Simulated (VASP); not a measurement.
# ScAl (Pm-3m) in VASP: further runs, part 2 of 2

VASP 6.6.1.

### Step 5. Single point, PBEsol (volume scaled by 1.03)

The input, INCAR:

```
PREC = Accurate
ENCUT = 520
EDIFF = 1E-7
ISMEAR = 0
SIGMA = 0.1
LREAL = F
LASPH = T
NELM = 80
ALGO = Fast
ISIF = 2
LWAVE = F
LCHARG = F
GGA = PS
NBANDS = 14
```

The input, KPOINTS:

```
regular mesh
0
Gamma
  12 12 12
```

The input, POSCAR:

```
ScAl
1.0
    3.3775189580      0.0000000000      0.0000000000
    0.0000000000      3.3775189580      0.0000000000
    0.0000000000      0.0000000000      3.3775189580
Sc Al
1 1
Direct
    0.5000000000      0.5000000000      0.5000000000
    0.0000000000      0.0000000000      0.0000000000
```

Potentials or basis: VASP PAW PBE potentials, release 64 (Sc_sv, Al).

On the command line:

```
$ cat potpaw_PBE.64/Sc_sv/POTCAR potpaw_PBE.64/Al/POTCAR > POTCAR
$ mpirun -np 1 vasp_std > vasp.out
```

OUTCAR:

```text
PREC = Accurate
   ENCUT = 520
   EDIFF = 1E-7
   ISMEAR = 0
   LREAL = F
   LASPH = T
   NELM = 80
   ISIF = 2
   GGA = PS

 ion  position               nearest neighbor table
   1  0.500  0.500  0.500-   2 2.93   2 2.93   2 2.93   2 2.93   2 2.93   2 2.93   2 2.93   2 2.93

   2  0.000  0.000  0.000-   1 2.93   1 2.93   1 2.93   1 2.93   1 2.93   1 2.93   1 2.93   1 2.93

  LATTYP: Found a simple cubic cell.
 ALAT       =     3.3775189580

  Lattice vectors:

 A1 = (   3.3775189580,   0.0000000000,   0.0000000000)
 A2 = (   0.0000000000,   3.3775189580,   0.0000000000)
 A3 = (   0.0000000000,   0.0000000000,   3.3775189580)

Analysis of symmetry for initial positions (statically):
=====================================================================
 Subroutine PRICEL returns:
 Original cell was already a primitive cell.

 Routine SETGRP: Setting up the symmetry group for a
 simple cubic supercell.

 Subroutine GETGRP returns: Found 48 space group operations
[... 9 lines left out ...]

 Routine SETGRP: Setting up the symmetry group for a
 simple cubic supercell.

 Subroutine GETGRP returns: Found 48 space group operations
[... 11 lines left out ...]
                                     Primitive cell

  volume of cell :      38.5295

  direct lattice vectors                    reciprocal lattice vectors
     3.377518958  0.000000000  0.000000000     0.296075318  0.000000000  0.000000000
     0.000000000  3.377518958  0.000000000     0.000000000  0.296075318  0.000000000
     0.000000000  0.000000000  3.377518958     0.000000000  0.000000000  0.296075318

  length of vectors
     3.377518958  3.377518958  3.377518958     0.296075318  0.296075318  0.296075318

  position of ions in fractional coordinates (direct lattice)
[... 8 lines left out ...]
----------------------------------------------------------------------------------------

 KPOINTS: regular mesh

Automatic generation of k-mesh.
 Grid dimensions read from file:
 generate k-points for:   12   12   12

 Generating k-lattice:

  Cartesian coordinates                     Fractional coordinates (reciprocal lattice)
     0.024672943  0.000000000  0.000000000     0.083333333  0.000000000  0.000000000
     0.000000000  0.024672943  0.000000000     0.000000000  0.083333333  0.000000000
     0.000000000  0.000000000  0.024672943     0.000000000  0.000000000  0.083333333

  Length of vectors
     0.024672943  0.024672943  0.024672943

  Shift w.r.t. Gamma in fractional coordinates (k-lattice)
     0.000000000  0.000000000  0.000000000

 Subroutine IBZKPT returns following result:
 ===========================================

 Found     84 irreducible k-points:

 Following reciprocal coordinates:
            Coordinates               Weight
  0.000000  0.000000  0.000000      1.000000
  0.083333  0.000000  0.000000      6.000000
  0.166667  0.000000  0.000000      6.000000
  0.250000  0.000000  0.000000      6.000000
  0.333333  0.000000  0.000000      6.000000
  0.416667  0.000000  0.000000      6.000000
[... 16 lines left out ...]
  0.333333  0.333333  0.000000     12.000000
  0.416667  0.333333  0.000000     24.000000
 [... further k-points ...]
   k-points           NKPTS =     84   k-points in BZ     NKDIM =     84   number of bands    NBANDS=     14
   number of dos      NEDOS =    301   number of ions     NIONS =      2
   total plane-waves  NPLWV =  21952
   dimension x,y,z NGX =    28 NGY =   28 NGZ =   28
   dimension x,y,z NGXF=    56 NGYF=   56 NGZF=   56
   ions per type =               1   1
   NGX,Y,Z   is equivalent  to a cutoff of  13.78, 13.78, 13.78 a.u.
   NGXF,Y,Z  is equivalent  to a cutoff of  27.56, 27.56, 27.56 a.u.
 SYSTEM =  unknown system
   PREC   = accura    normal or accurate (medium, high low for compatibility)
   ISTART =      0    job   : 0-new  1-cont  2-samecut
   ICHARG =      2    charge: 1-file 2-atom 10-const
   ISPIN  =      1    spin polarized calculation?
   LNONCOLLINEAR =      F non collinear calculations
   LSORBIT =      F    spin-orbit coupling
   LASPH  =      T    aspherical Exc in radial PAW
   ENCUT  =  520.0 eV  38.22 Ry    6.18 a.u.   6.28  6.28  6.28*2*pi/ulx,y,z
   NELM   =     80;   NELMIN=  2; NELMDL= -5     # of ELM steps
   EDIFF  = 0.1E-06   stopping-criterion for ELM
   LREAL  =      F    real-space projection
   EDIFFG = 0.1E-05   stopping-criterion for IOM
   NSW    =      0    number of steps for IOM
   IBRION =     -1    ionic relax: 0-MD 1-quasi-New 2-CG
   NFREE  =      0    steps in history (QN), initial steepest desc. (CG)
   ISIF   =      2    stress and relaxation
   ISYM   =      2    0-nonsym 1-usesym 2-fastsym
   POTIM  = 0.5000    time-step for ionic-motion
   TEBEG  =    0.0;   TEEND  =   0.0 temperature during run
   PSTRESS=    0.0 pullay stress
   NELECT =      14.0000    total number of electrons
   NUPDOWN=      -1.0000    fix difference up-down
   EMIN   =  10.00;   EMAX   =-10.00  energy-range for DOS
   EFERMI =   0.00;   METHOD = LEGACY
   ISMEAR =     0;   SIGMA  =   0.10  broadening in eV -4-tet -1-fermi 0-gaus
   EFERMI_NEDOS =   21; number of points for ismear=-14 and -15
   IALGO  =     68    algorithm
   IMIX   =      4    mixing-type and parameters
     AMIX     =   0.40;   BMIX     =  1.00
     AMIX_MAG =   1.60;   BMIX_MAG =  1.00
  volume/ion in A,a.u.               =      19.26       130.00
  Fermi-wavevector in a.u.,A,eV,Ry     =   1.168207  2.207591 18.567966  1.364707
  Thomas-Fermi vector in A             =   2.304697
   LORBIT       =      0    0 simple, 1 ext, 2 COOP (PROOUT), +10 PAW based schemes
   GGA     = PS    functional components
   LHFCALC =     F    Hartree Fock is set to
   AEXX    =    0.0000 exact exchange contribution
   IVDW    =     0    specifies the selected vdW correction
   LEPSILON=     F    determine dielectric tensor
   LRPA    =     F    only Hartree local field effects (RPA)
 non-spin polarized calculation
 RMM-DIIS sequential band-by-band and
 Gauss-broadening in eV      SIGMA  =   0.10
  energy-cutoff  :      520.00
  volume of cell :       38.53
 maximum number of plane-waves:      1064
 NGX is ok and might be reduce to    28
   NGX = 13   NGY = 13   NGZ = 13

 number of electron      14.0000001 magnetization

 Free energy of the ion-electron system (eV)
  ---------------------------------------------------
  ext. energy  EPLUGINS =         0.00000000
  ---------------------------------------------------
  free energy    TOTEN  =       -11.61811313 eV

  energy without entropy =      -11.61415870  energy(sigma->0) =      -11.61613592

 E-fermi :   5.9028     XC(G=0): -10.3815

 val. band max:        5.8711959129   @ k =   0.5000   0.4167   0.1667
 cond. band min:       5.9047790394   @ k =   0.3333   0.0000   0.0000
 fundamental gap:      0.0335831265
 Fermi energy:         5.9028415546

 k-point     1 :       0.0000    0.0000    0.0000
  band No.  band energies     occupation
      1     -43.3274      2.00000
      2     -22.0028      2.00000
      3     -22.0028      2.00000
      4     -22.0028      2.00000
      5      -2.5134      2.00000
      6       5.2563      2.00000
      7       5.2563      2.00000
      8       8.6086      0.00000
      9       8.6086      0.00000
     10       8.6086      0.00000
     11       9.6305      0.00000
     12       9.6305      0.00000
     13       9.6305      0.00000
     14      14.5044      0.00000

 k-point     2 :       0.0833    0.0000    0.0000
  band No.  band energies     occupation
      1     -43.3265      2.00000
      2     -22.0150      2.00000
      3     -22.0018      2.00000
      4     -22.0018      2.00000
      5      -2.4144      2.00000
      6       5.1565      2.00000
      7       5.3063      2.00000
      8       8.2861      0.00000
      9       8.2861      0.00000
     10       8.6232      0.00000
     11       9.3456      0.00000
     12      10.0195      0.00000
     13      10.0195      0.00000
     14      14.3329      0.00000
[... 343 lines left out ...]
      1     -43.3058      2.00000
      2     -22.1210      2.00000
      3     -22.1164      2.00000
      4     -21.9792      2.00000
      5       0.1631      2.00000
      6       3.7302      2.00000
      7       4.3140      2.00000
      8       6.4553      0.00000
      9       7.3267      0.00000
     10       7.7124      0.00000
     11       9.4777      0.00000
     12      10.5161      0.00000
     13      12.3507      0.00000
     14      13.3056      0.00000

 k-point    24 :       0.4167    0.3333    0.0000
  band No.  band energies     occupation
      1     -43.3032      2.00000
      2     -22.1495      2.00000
      3     -22.1143      2.00000
      4     -21.9763      2.00000
      5       0.6530      2.00000
      6       3.2165      2.00000
      7       4.5282      2.00000
      8       6.1830      0.00007
      9       7.2686      0.00000
     10       7.6927      0.00000
     11       9.5297      0.00000
     12      10.7674      0.00000
     13      11.7271      0.00000
     14      13.2742      0.00000

 [... further k-points ...]
[... 5 lines left out ...]
  --------------------------------------------------------------------------------------
  -------------------------------------------------------------------------------------
  Total       -0.5062257     -0.5062257     -0.5062257     -0.0000000     -0.0000000     -0.0000000
  in kB      -21.0504494    -21.0504494    -21.0504494     -0.0000000     -0.0000000     -0.0000000
  external PRESSURE =     -21.0504494 kB  Pullay stress =       0.0000000 kB

 VOLUME and BASIS-vectors are now :
 -----------------------------------------------------------------------------
  energy-cutoff  :      520.00
  volume of cell :       38.53
      direct lattice vectors                 reciprocal lattice vectors
     3.377518958  0.000000000  0.000000000     0.296075318  0.000000000  0.000000000
     0.000000000  3.377518958  0.000000000     0.000000000  0.296075318  0.000000000
     0.000000000  0.000000000  3.377518958     0.000000000  0.000000000  0.296075318

 POSITION                                       TOTAL-FORCE (eV/Angst)
 -----------------------------------------------------------------------------------
      1.68876      1.68876      1.68876         0.000000      0.000000      0.000000
      0.00000      0.00000      0.00000         0.000000      0.000000      0.000000
 -----------------------------------------------------------------------------------
    total drift:                                0.000000      0.000000      0.000000

  FREE ENERGIE OF THE ION-ELECTRON SYSTEM (eV)
  ---------------------------------------------------
  free  energy   TOTEN  =       -11.6181131286 eV

  energy  without entropy=      -11.6141587037  energy(sigma->0) =      -11.61613592
```

stdout:

```text
POSCAR found type information on POSCAR ScAl
 POSCAR found :  2 types and       2 ions
 scaLAPACK will be used
 -----------------------------------------------------------------------------
|                                                                             |
|                                                                             |
|     You enforced a specific xc type in the INCAR file but a different       |
|     I HOPE YOU KNOW WHAT YOU ARE DOING!                                     |
|                                                                             |
 -----------------------------------------------------------------------------

 LDA part: xc-table for (Slater+PW92), standard interpolation
 POSCAR, INCAR and KPOINTS ok, starting setup
 FFT: planning ... GRIDC
 FFT: planning ... GRID_SOFT
 FFT: planning ... GRID
 WAVECAR not read
 entering main loop
```

Run time: 29 s. Hardware: 1 thread of Intel Xeon 6975P-C (Granite Rapids), shared host; peak memory 0.18 GiB.

Results:

```yaml
Free_energy: -11.6181 eV
Pressure: -2.1 GPa
Band_gap_on_the_k_mesh: zero (band 7 reaches 6.25 eV, above the bottom of band 8 at 5.08 eV)
```

Levels at points of the mesh, in eV from the Fermi level:
```
           k point  band 3  band 4  band 5  band 6  band 7  band 8  band 9  band 10  band 11  band 12
(0.00, 0.00, 0.00)  -27.91  -27.91   -8.42   -0.65   -0.65    2.71    2.71     2.71     3.73     3.73
(0.50, 0.00, 0.00)  -27.89  -27.89   -5.64   -4.53    0.28    0.79    0.79     2.93     3.80     6.05
(0.50, 0.50, 0.00)  -28.06  -27.87   -4.67   -1.83   -1.83   -0.83    1.54     1.54     3.68     4.88
(0.50, 0.50, 0.50)  -28.03  -28.03   -2.51   -2.51   -2.51   -0.45    2.89     2.89     2.89     3.75
```

Caveat: the PAW data sets were made with another functional, which shifts forces and pressure a little.

### Step 6. Single point, PBEsol (volume scaled by 1.06)

The input, INCAR:

```
  PREC = Accurate
  ENCUT = 520
  EDIFF = 1E-6
  ISMEAR = 0
  SIGMA = 0.1
  LREAL = F
  LASPH = T
  NELM = 100
  ALGO = Normal
  ISIF = 2
  LWAVE = F
  LCHARG = F
  GGA = PS
  NBANDS = 14
```

KPOINTS is that of step 5.

The input, POSCAR:

```
ScAl
1.0
    3.4099970942      0.0000000000      0.0000000000
    0.0000000000      3.4099970942      0.0000000000
    0.0000000000      0.0000000000      3.4099970942
Sc Al
1 1
Direct
    0.5000000000      0.5000000000      0.5000000000
    0.0000000000      0.0000000000      0.0000000000
```

Potentials or basis: VASP PAW PBE potentials, release 64 (Sc_sv, Al).

On the command line:

```
$ cat potpaw_PBE.64/Sc_sv/POTCAR potpaw_PBE.64/Al/POTCAR > POTCAR
$ mpirun -np 1 vasp_std > vasp.out
```

OUTCAR:

```text
PREC = Accurate
   ENCUT = 520
   EDIFF = 1E-6
   ISMEAR = 0
   LREAL = F
   LASPH = T
   NELM = 100
   ISIF = 2
   GGA = PS

 ion  position               nearest neighbor table
   1  0.500  0.500  0.500-   2 2.95   2 2.95   2 2.95   2 2.95   2 2.95   2 2.95   2 2.95   2 2.95

   2  0.000  0.000  0.000-   1 2.95   1 2.95   1 2.95   1 2.95   1 2.95   1 2.95   1 2.95   1 2.95

  LATTYP: Found a simple cubic cell.
 ALAT       =     3.4099970942

  Lattice vectors:

[... 593 lines left out ...]

 [... further k-points ...]

------------------------ aborting loop because EDIFF is reached ----------------------------------------

  FORCE on cell =-STRESS in cart. coord.  units (eV):
  Direction    XX          YY          ZZ          XY          YZ          ZX
  --------------------------------------------------------------------------------------
  -------------------------------------------------------------------------------------
  Total       -1.0118961     -1.0118961     -1.0118961     -0.0000000     -0.0000000      0.0000000
  in kB      -40.8869261    -40.8869261    -40.8869261     -0.0000000     -0.0000000      0.0000000
  external PRESSURE =     -40.8869261 kB  Pullay stress =       0.0000000 kB

 VOLUME and BASIS-vectors are now :
 -----------------------------------------------------------------------------
  energy-cutoff  :      520.00
  volume of cell :       39.65
      direct lattice vectors                 reciprocal lattice vectors
     3.409997094  0.000000000  0.000000000     0.293255382  0.000000000  0.000000000
     0.000000000  3.409997094  0.000000000     0.000000000  0.293255382  0.000000000
     0.000000000  0.000000000  3.409997094     0.000000000  0.000000000  0.293255382

 POSITION                                       TOTAL-FORCE (eV/Angst)
 -----------------------------------------------------------------------------------
      1.70500      1.70500      1.70500         0.000000      0.000000      0.000000
      0.00000      0.00000      0.00000         0.000000      0.000000      0.000000
 -----------------------------------------------------------------------------------
    total drift:                                0.000000      0.000000      0.000000

  FREE ENERGIE OF THE ION-ELECTRON SYSTEM (eV)
  ---------------------------------------------------
  free  energy   TOTEN  =       -11.5964534769 eV

  energy  without entropy=      -11.5922459735  energy(sigma->0) =      -11.59434973
```

OSZICAR:

```text
N       E                     dE             d eps       ncg     rms          rms(c)
DAV:   1     0.119657010305E+03    0.11966E+03   -0.66718E+03  2416   0.934E+02
DAV:   2    -0.964316729211E+01   -0.12930E+03   -0.12596E+03  2360   0.310E+02
DAV:   3    -0.127523627026E+02   -0.31092E+01   -0.29993E+01  3474   0.598E+01
DAV:   4    -0.128287713761E+02   -0.76409E-01   -0.76368E-01  2810   0.781E+00
DAV:   5    -0.128325210229E+02   -0.37496E-02   -0.37496E-02  3610   0.168E+00    0.723E+00
DAV:   6    -0.116558610182E+02    0.11767E+01   -0.20056E+00  3606   0.202E+01    0.196E+00
DAV:   7    -0.116116119857E+02    0.44249E-01   -0.96137E-02  3900   0.293E+00    0.885E-01
DAV:   8    -0.115972352893E+02    0.14377E-01   -0.17332E-02  3252   0.136E+00    0.237E-01
DAV:   9    -0.115965228320E+02    0.71246E-03   -0.24364E-03  3650   0.801E-01    0.111E-01
DAV:  10    -0.115964825108E+02    0.40321E-04   -0.49872E-04  3574   0.332E-01    0.417E-02
DAV:  11    -0.115964532365E+02    0.29274E-04   -0.71623E-05  3570   0.135E-01    0.235E-03
DAV:  12    -0.115964534769E+02   -0.24041E-06   -0.23320E-06  2490   0.122E-02
   1 F= -.11596453E+02 E0= -.11594350E+02  d E =-.420750E-02
```

stdout:

```text
POSCAR found type information on POSCAR ScAl
 POSCAR found :  2 types and       2 ions
 scaLAPACK will be used
 -----------------------------------------------------------------------------
|                                                                             |
|                                                                             |
|     You enforced a specific xc type in the INCAR file but a different       |
|     I HOPE YOU KNOW WHAT YOU ARE DOING!                                     |
|                                                                             |
 -----------------------------------------------------------------------------

 LDA part: xc-table for (Slater+PW92), standard interpolation
 POSCAR, INCAR and KPOINTS ok, starting setup
 FFT: planning ... GRIDC
 FFT: planning ... GRID_SOFT
 FFT: planning ... GRID
 WAVECAR not read
 entering main loop
```

Run time: 18 s. Hardware: 1 thread of Intel Xeon 6975P-C (Granite Rapids), shared host; peak memory 0.18 GiB.

Results:

| Property | Result |
| --- | --- |
| Free energy | -11.5965 eV |
| Pressure | -4.1 GPa |
| Band gap on the k mesh | zero (band 7 reaches 6.04 eV, above the bottom of band 8 at 4.87 eV) |

Levels at points of the mesh, in eV from the Fermi level:
```tsv
k point	band 4	band 5	band 6	band 7	band 8	band 9	band 10	band 11
(0.00, 0.00, 0.00)	-27.99	-8.30	-0.60	-0.60	2.62	2.62	2.62	3.61
(0.50, 0.00, 0.00)	-27.98	-5.60	-4.46	0.29	0.77	0.77	2.84	3.66
(0.50, 0.50, 0.00)	-27.96	-4.61	-1.82	-1.82	-0.81	1.50	1.50	3.56
(0.50, 0.50, 0.50)	-28.11	-2.44	-2.44	-2.44	-0.58	2.81	2.81	2.81
```

Caveat: the PAW data sets were made with another functional, which shifts forces and pressure a little.

### Step 7. Overview

```csv
cell,gap on the mesh (eV),pressure (GPa)
"a = 3.276 Å, 2 atoms",none,5.9
"a = 3.311 Å, 2 atoms",none,2.8
"a = 3.344 Å, 2 atoms",none,0.1
"a = 3.378 Å, 2 atoms",none,-2.1
"a = 3.410 Å, 2 atoms",none,-4.1
```

Alike in all rows: task single point; level PBEsol; potentials or basis VASP PAW PBE potentials, release 64 (Sc_sv, Al); no spin polarisation; k mesh 12 × 12 × 12; cutoff (eV) 520; smearing gaussian 0.1 eV.

Caveats: the PAW data sets were made with another functional, which shifts forces and pressure a little.

Absolute energies hang on the potentials; compare differences alone.
